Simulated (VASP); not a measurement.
# Pd (Fm-3m) in VASP: a series of runs

Pd is run at these levels: r2SCAN; tasks: single point.

Program: VASP 6.6.1. These are calculated values, not measurements. Logs are shortened: lines on timing, memory, paths and dates and some standing lists are left out, and cuts for length are marked.

## Step 1: The cell of the first run

It takes space group Fm-3m (No. 225, cubic). The conventional cell has a = 3.822 Å, b = 3.822 Å, c = 3.822 Å, α = 90.00°, β = 90.00°, γ = 90.00°. Within 3.6 Å of Pd (site symmetry m-3m) lie 12 Pd at 2.70 Å.

## Step 2: Single point, r2SCAN

POSCAR

```
Pd
1.0
    0.0000000000      1.9111721077      1.9111721077
    1.9111721077      0.0000000000      1.9111721077
    1.9111721077      1.9111721077      0.0000000000
Pd
1
Direct
    0.0000000000      0.0000000000      0.0000000000
```

INCAR.step1

```
SYSTEM = Pd
ALGO     = Normal         ! electronic algorithm
EDIFF    = 1E-4           ! SCF threshold, eV
ENCUT    = 520            ! plane-wave cutoff, eV
GGA      = PE             ! functional
ISMEAR   = -1             ! smearing method
LASPH    = .True.         ! aspherical terms in the spheres
LCHARG   = .False.        ! write CHGCAR
LREAL    = .False.        ! projectors in reciprocal space
LWAVE    = .True.         ! write WAVECAR
NBANDS   = 11             ! bands
NELM     = 80             ! most SCF steps
PREC     = Accurate       ! precision mode
SIGMA    = 0.08           ! smearing width, eV
```

INCAR.step2

```
SYSTEM = Pd
ALGO     = Normal         ! electronic algorithm
EDIFF    = 1E-6           ! SCF threshold, eV
ENCUT    = 520            ! plane-wave cutoff, eV
ISIF     = 2              ! what is computed and relaxed
ISMEAR   = -1             ! smearing method
ISTART   = 1            
LASPH    = .True.         ! aspherical terms in the spheres
LCHARG   = .False.        ! write CHGCAR
LMIXTAU  = .True.       
LREAL    = .False.        ! projectors in reciprocal space
LWAVE    = .False.        ! write WAVECAR
METAGGA  = R2SCAN         ! meta-GGA
NBANDS   = 11             ! bands
NELM     = 80             ! most SCF steps
PREC     = Accurate       ! precision mode
SIGMA    = 0.08           ! smearing width, eV
```

KPOINTS

```
k-points
0
Gamma
  24 24 24
  0 0 0
```

Potentials or basis: VASP PAW PBE potentials, release 64 (Pd).

Command:

```sh
$ cat potpaw_PBE.64/Pd/POTCAR > POTCAR
$ cp INCAR.step1 INCAR
$ mpirun -np 1 vasp_std > vasp.out
$ cp INCAR.step2 INCAR
$ mpirun -np 1 vasp_std > vasp.out
```

OUTCAR:

```text
SYSTEM = Pd
   EDIFF = 1E-6
   ENCUT = 520
   ISIF = 2
   ISMEAR = -1
   ISTART = 1
   LASPH = .True.
   LREAL = .False.
   METAGGA = R2SCAN
   NELM = 80
   PREC = Accurate

 ion  position               nearest neighbor table
   1  0.000  0.000  0.000-

  LATTYP: Found a face centered cubic cell.
 ALAT       =     3.8223442154

  Lattice vectors:

 A1 = (   0.0000000000,   1.9111721077,   1.9111721077)
 A2 = (   1.9111721077,   0.0000000000,   1.9111721077)
 A3 = (   1.9111721077,   1.9111721077,   0.0000000000)

Analysis of symmetry for initial positions (statically):
=====================================================================
 Subroutine PRICEL returns:
 Original cell was already a primitive cell.

 Routine SETGRP: Setting up the symmetry group for a
 face centered cubic supercell.

 Subroutine GETGRP returns: Found 48 space group operations
 (whereof 48 operations were pure point group operations)
 out of a pool of 48 trial point group operations.

The static configuration has the point symmetry O_h .

Analysis of symmetry for dynamics (positions and initial velocities):
=====================================================================
 Subroutine PRICEL returns:
 Original cell was already a primitive cell.

 Routine SETGRP: Setting up the symmetry group for a
 face centered cubic supercell.

 Subroutine GETGRP returns: Found 48 space group operations
 (whereof 48 operations were pure point group operations)
 out of a pool of 48 trial point group operations.

The dynamic configuration has the point symmetry O_h .

 Subroutine INISYM returns: Found 48 space group operations
 (whereof 48 operations are pure point group operations),
 and found     1 'primitive' translations

----------------------------------------------------------------------------------------

                                     Primitive cell

  volume of cell :      13.9614

  direct lattice vectors                    reciprocal lattice vectors
     0.000000000  1.911172108  1.911172108    -0.261619557  0.261619557  0.261619557
     1.911172108  0.000000000  1.911172108     0.261619557 -0.261619557  0.261619557
     1.911172108  1.911172108  0.000000000     0.261619557  0.261619557 -0.261619557

  length of vectors
     2.702805515  2.702805515  2.702805515     0.453138365  0.453138365  0.453138365

  position of ions in fractional coordinates (direct lattice)
     0.000000000  0.000000000  0.000000000

  ion indices of the primitive-cell ions
   primitive index   ion index
                 1           1

[... 78 lines left out ...]
   ISYM   =      2    0-nonsym 1-usesym 2-fastsym
   POTIM  = 0.5000    time-step for ionic-motion
   TEBEG  =    0.0;   TEEND  =   0.0 temperature during run
   PSTRESS=    0.0 pullay stress
   NELECT =      10.0000    total number of electrons
   NUPDOWN=      -1.0000    fix difference up-down
   EMIN   =  10.00;   EMAX   =-10.00  energy-range for DOS
   EFERMI =   0.00;   METHOD = LEGACY
   ISMEAR =    -1;   SIGMA  =   0.08  broadening in eV -4-tet -1-fermi 0-gaus
   EFERMI_NEDOS =   21; number of points for ismear=-14 and -15
   IALGO  =     38    algorithm
   IMIX   =      4    mixing-type and parameters
     AMIX     =   0.40;   BMIX     =  1.00
     AMIX_MAG =   1.60;   BMIX_MAG =  1.00
  volume/ion in A,a.u.               =      13.96        94.22
  Fermi-wavevector in a.u.,A,eV,Ry     =   1.464755  2.767986 29.191404  2.145508
  Thomas-Fermi vector in A             =   2.580693
   LORBIT       =      0    0 simple, 1 ext, 2 COOP (PROOUT), +10 PAW based schemes
   METAGGA = R2SCAN    functional components
   LHFCALC =     F    Hartree Fock is set to
   AEXX    =    0.0000 exact exchange contribution
   IVDW    =     0    specifies the selected vdW correction
   LEPSILON=     F    determine dielectric tensor
   LRPA    =     F    only Hartree local field effects (RPA)
 non-spin polarized calculation
  energy-cutoff  :      520.00
  volume of cell :       13.96
 maximum number of plane-waves:       388
   NGX =  9   NGY =  9   NGZ =  9

 number of electron      10.0000004 magnetization

 Free energy of the ion-electron system (eV)
  ---------------------------------------------------
  ext. energy  EPLUGINS =         0.00000000
  ---------------------------------------------------
  free energy    TOTEN  =       -22.92123078 eV

  energy without entropy =      -22.88360078  energy(sigma->0) =      -22.90241578

 E-fermi :  10.5938     XC(G=0): -14.5438

 val. band max:       10.5887377487   @ k =   0.5000   0.1667   0.0000
 cond. band min:      10.5956770803   @ k =  -0.4583   0.2917   0.0417
 fundamental gap:      0.0069393316
 Fermi energy:        10.5938003985

 k-point     1 :       0.0000    0.0000    0.0000
  band No.  band energies     occupation
      1       2.9195      2.00000
      2       7.3799      2.00000
      3       7.3799      2.00000
      4       7.3799      2.00000
      5       9.1493      2.00000
      6       9.1493      2.00000
      7      28.6126      0.00000
      8      32.8504      0.00000
      9      33.9366      0.00000
     10      33.9366      0.00000
     11      33.9366      0.00000
[... 309 lines left out ...]
 k-point    24 :       0.4583    0.0417    0.0000
  band No.  band energies     occupation
      1       4.7513      2.00000
      2       7.2812      2.00000
      3       7.3747      2.00000
      4       9.9588      1.99929
      5      10.5073      1.49331
      6      11.6578      0.00000
      7      19.4525      0.00000
      8      28.1993      0.00000
      9      32.8489      0.00000
     10      33.1273      0.00000
     11      33.4510      0.00000

 [... further k-points ...]

------------------------ aborting loop because EDIFF is reached ----------------------------------------

  FORCE on cell =-STRESS in cart. coord.  units (eV):
  Direction    XX          YY          ZZ          XY          YZ          ZX
  --------------------------------------------------------------------------------------
  -------------------------------------------------------------------------------------
  Total        1.3999300      1.3999300      1.3999300      0.0000000      0.0000000      0.0000000
  in kB      160.6525058    160.6525058    160.6525058      0.0000000      0.0000000      0.0000000
  external PRESSURE =     160.6525058 kB  Pullay stress =       0.0000000 kB

 VOLUME and BASIS-vectors are now :
 -----------------------------------------------------------------------------
  energy-cutoff  :      520.00
  volume of cell :       13.96
      direct lattice vectors                 reciprocal lattice vectors
     0.000000000  1.911172108  1.911172108    -0.261619557  0.261619557  0.261619557
     1.911172108  0.000000000  1.911172108     0.261619557 -0.261619557  0.261619557
     1.911172108  1.911172108  0.000000000     0.261619557  0.261619557 -0.261619557

 POSITION                                       TOTAL-FORCE (eV/Angst)
 -----------------------------------------------------------------------------------
      0.00000      0.00000      0.00000         0.000000      0.000000      0.000000
 -----------------------------------------------------------------------------------
    total drift:                                0.000000     -0.000000     -0.000000

  FREE ENERGIE OF THE ION-ELECTRON SYSTEM (eV)
  ---------------------------------------------------
  free  energy   TOTEN  =       -22.9212307786 eV

  energy  without entropy=      -22.8836007773  energy(sigma->0) =      -22.90241578
```

Run time: 79 s. Hardware: 1 thread of Intel Xeon 6975P-C (Granite Rapids), shared host; peak memory 0.18 GiB.

What came out:

| Quantity | Value |
| --- | --- |
| Free energy | -22.9212 eV |
| Pressure | 16.1 GPa |
| Band gap on the k mesh | zero (bands 5 and 6 overlap by 1.85 eV) |

Levels at points of the mesh, in eV from the Fermi level:
| k point | band 3 | band 4 | band 5 | band 6 | band 7 | band 8 |
| --- | --- | --- | --- | --- | --- | --- |
| (0.00, 0.00, 0.00) | -3.21 | -3.21 | -1.44 | -1.44 | 18.02 | 22.26 |
| (0.50, 0.00, 0.00) | -3.30 | -0.05 | -0.05 | 1.13 | 8.16 | 17.43 |
| (0.50, 0.50, 0.00) | -0.12 | 0.32 | 0.32 | 3.63 | 11.89 | 14.23 |

Caveat: the cell stands under pressure; the PAW data sets were made with another functional, which shifts forces and pressure a little.

(Continued in part 2 of 3.)
